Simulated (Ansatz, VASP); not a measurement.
# Two plane-wave programs on TiAl3

The input POSCAR:

```
TiAl3
1.0
    3.8370011125      0.0000000000      0.0000000000
    0.0000000000      3.8370011125      0.0000000000
    0.0000000000      0.0000000000      4.0150063187
Ti Al
1 3
Direct
    0.0000000000      0.0000000000      0.0000000000
    0.5000000000      0.5000000000      0.0000000000
    0.5000000000      0.0000000000      0.5000000000
    0.0000000000      0.5000000000      0.5000000000
```

The input INCAR.step1:

```
SYSTEM = TiAl3
PREC = Accurate ; ENCUT = 520
ISMEAR = 0 ; SIGMA = 0.15
LREAL = .False. ; LASPH = .True.
NELM = 60 ; NBANDS = 18
GGA = PE ; ALGO = Normal
EDIFF = 1E-4 ; LWAVE = .True.
LCHARG = .False.
```

Contents of INCAR.step2:

```
SYSTEM = TiAl3
PREC = Accurate ; ENCUT = 520
EDIFF = 1E-6 ; ISMEAR = 0
SIGMA = 0.15 ; LREAL = .False.
LASPH = .True. ; NELM = 60
ALGO = Normal ; ISIF = 2
LWAVE = .False. ; LCHARG = .False.
METAGGA = R2SCAN ; LMIXTAU = .True.
NBANDS = 18 ; ISTART = 1
```

File KPOINTS:

```
regular mesh
0
Gamma
  12 12 12
  0 0 0
```

Input for Ansatz:

```yaml
crystal:
  lattice:
    - [3.8370011125, 0.0, 0.0]
    - [0.0, 3.8370011125, 0.0]
    - [0.0, 0.0, 4.0150063187]
  atoms:
    - { symbol: Ti, position: [0.0, 0.0, 0.0] }
    - { symbol: Al, position: [0.5, 0.5, 0.0] }
    - { symbol: Al, position: [0.5, 0.0, 0.5] }
    - { symbol: Al, position: [0.0, 0.5, 0.5] }
basis:
  ecutwfc: 500
kpoints:
  mp_grid: { grid: [12, 12, 12] }
hamiltonian:
  xc: r2scan
scf:
  occupations: { method: gaussian, width: 0.15 }
output:
  forces: true
  stress: true
  eigenvalues: true
```

Change from the starting cell: strain -0.030 along x and y, +0.015 along z, atoms carried along.

Alike in both runs: task single point; functional r2SCAN; k mesh 12 × 12 × 12; occupations gaussian, width 0.15 eV; no spin polarisation.

|  | VASP | Ansatz |
| --- | --- | --- |
| version | VASP 6.6.1 | Ansatz 0.2.0 |
| potentials or method | VASP PAW PBE potentials, release 64 (Ti_sv, Al), cutoff 520 eV | scalar-relativistic, plane waves, PAW |
| valence electrons in the cell | 21 | 21 |

```csv
,VASP,Ansatz,Ansatz less VASP
gap on the k mesh at the Fermi level (eV),none,none,-
pressure (GPa),6.0,6.0,+0.09
"traceless stress, the component that is largest in VASP (GPa)",-4.52,-4.52,+0.002
```

VASP's potentials were made for PBE, not for r2SCAN. A gap of «none» marks a metal or a gap that the smearing closes. With one functional, cell and mesh, what is left measures potentials, basis and numerics.
